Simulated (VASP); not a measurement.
A run of VASP 6.6.1:

File INCAR:

```
SYSTEM = Mg
ALGO = Normal
EDIFF = 1E-7
ENCUT = 520
GGA = PE
ISIF = 2
ISMEAR = 0
LASPH = .TRUE.
LCHARG = .TRUE.
LELF = .TRUE.
LREAL = .FALSE.
LVHAR = .TRUE.
LWAVE = .FALSE.
NBANDS = 7
NELM = 80
PREC = Accurate
SIGMA = 0.1
```

The input KPOINTS:

```
k-points
0
G
  16 16 16
  0 0 0
```

POSCAR

```
Mg
1.0
    0.0000000000      2.3042674054      2.3042674054
    2.3042674054      0.0000000000      2.3042674054
    2.3042674054      2.3042674054      0.0000000000
Mg
1
Direct
    0.0000000000      0.0000000000      0.0000000000
```

Potentials or basis: VASP PAW PBE potentials, release 64 (Mg).

Command:

```sh
$ cat potpaw_PBE.64/Mg/POTCAR > POTCAR
$ mpirun -np 1 vasp_std > vasp.out
```

Hardware: 1 thread of Intel Xeon 6975P-C (shared host).

**Question.** Estimate the wall time of this run.

**Answer.** It took 23 s on 1 thread of Intel Xeon 6975P-C, on a shared host, peak memory 0.15 GiB. Counts: scf iterations 11, k points 145.
